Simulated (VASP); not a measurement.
Set up this calculation in VASP 6.6.1, as the native input.

| Item | Value |
| --- | --- |
| Task | relaxation of cell and atoms |
| Functional | PBE |
| Potentials or basis | VASP PAW PBE potentials, release 64 (Be, Pt) |
| Cutoff | 600 eV |
| k mesh | 6 × 6 × 6 |
| Occupations | gaussian, width 0.1 eV |
| Spin | no spin polarisation |
| Dipole correction | no |
| Further INCAR settings | ALGO = Fast; EDIFF = 1e-07; IBRION = 2; EDIFFG = -0.04; NSW = 90; ISIF = 3 |

The structure of BePt lies in POSCAR:

```
BePt
1.0
    0.0000000000      2.3349038934      2.3349038934
    2.3349038934      0.0000000000      2.3349038934
    2.3349038934      2.3349038934      0.0000000000
Be Pt
1 1
Direct
    0.0000000000      0.0000000000      0.0000000000
    0.7500000000      0.7500000000      0.7500000000
```

The input as run:

INCAR

```
PREC = Accurate
ENCUT = 600
EDIFF = 1E-7
ISMEAR = 0
SIGMA = 0.1
LREAL = False
LASPH = True
NELM = 100
ALGO = Fast
ISIF = 3
LWAVE = False
LCHARG = False
GGA = PE
IBRION = 2
NSW = 90
EDIFFG = -0.04
```

KPOINTS

```
regular mesh
0
Gamma
  6 6 6
```

Potentials or basis: VASP PAW PBE potentials, release 64 (Be, Pt).

The run is started by

```sh
$ cat potpaw_PBE.64/Be/POTCAR potpaw_PBE.64/Pt/POTCAR > POTCAR
$ mpirun -np 1 vasp_std > vasp.out
```

Results of the run:

```yaml
Relaxed_volume: 16.00 Å³/atom
Relaxed_cell: a = 3.564 Å, b = 3.564 Å, c = 3.564 Å, α = 60.00°, β = 60.00°, γ = 60.00°
Space_group_after_relaxing_to_0.05_Å: F-43m (No. 216)
Energy_gained_by_relaxing: 301.9 meV/atom
Ionic_steps: 3
Pressure_after_relaxing: -0.1 GPa
Band_gap_on_the_k_mesh: zero (band 6 reaches 4.83 eV, above the bottom of band 7 at 4.82 eV)
```

Caveat: the k points lie up to 0.36 Å⁻¹ apart in the final cell; the volume moved by over 15 % at a fixed basis, so the end points are rough; spin-orbit coupling is left out, which moves the levels of the heavy elements.

It took 16 s on 1 thread of Intel(R) Xeon(R) Platinum 8488C (Sapphire Rapids), with other jobs on the host, peak memory 0.16 GiB.
